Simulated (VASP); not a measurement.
Set up this calculation in VASP 6.6.1, as the native input.

```yaml
Task: single point
Functional: PBE
Potentials_or_basis: VASP PAW PBE potentials, release 64 (Mg, Cd, O)
Cutoff: 520 eV
k_mesh: 4 × 4 × 4
Occupations: gaussian, width 0.1 eV
Spin: no spin polarisation
Dipole_correction: no
Further_INCAR_settings: ALGO = Normal; EDIFF = 1e-06; NBANDS = 29
```

The structure of MgCdO lies in POSCAR:

```
MgCdO
1.0
    3.8771510000      0.0000000000      0.0000000000
    0.0000000000      3.8771510000      0.0000000000
    0.0000000000      0.0000000000      6.9124506900
Mg Cd O
2 2 2
Direct
    0.0000000000      0.0000000000      0.0000000000
    0.5000000000      0.5000000000      0.0000000000
    0.5000000000      0.0000000000      0.2200000000
    0.0000000000      0.5000000000      0.7800000000
    0.5000000000      0.0000000000      0.6610000100
    0.0000000000      0.5000000000      0.3389999900
```

One way to write it, as run:

INCAR

```
SYSTEM = MgCdO
ALGO = Normal
EDIFF = 1E-6
ENCUT = 520
GGA = PE
ISIF = 2
ISMEAR = 0
LASPH = .TRUE.
LCHARG = .FALSE.
LREAL = .FALSE.
LWAVE = .FALSE.
NBANDS = 29
NELM = 100
PREC = Accurate
SIGMA = 0.1
```

KPOINTS

```
k-points
0
G
  4 4 4
  0 0 0
```

Potentials or basis: VASP PAW PBE potentials, release 64 (Mg, Cd, O).

Command:

```console
$ cat potpaw_PBE.64/Mg/POTCAR potpaw_PBE.64/Cd/POTCAR potpaw_PBE.64/O/POTCAR > POTCAR
$ mpirun -np 1 vasp_std > vasp.out
```

Results of the run:

```yaml
Pressure: 7.9 GPa
Largest_force: 6.407 eV/Å
Band_gap_on_the_k_mesh: 0.43 eV, direct
```

Caveat: forces of over 1 eV/Å act on the atoms, so gaps and moduli don't describe the material at rest.

It took 39 s on 1 thread of Intel(R) Xeon(R) Platinum 8559C (Emerald Rapids), on a shared host, peak memory 0.23 GiB.
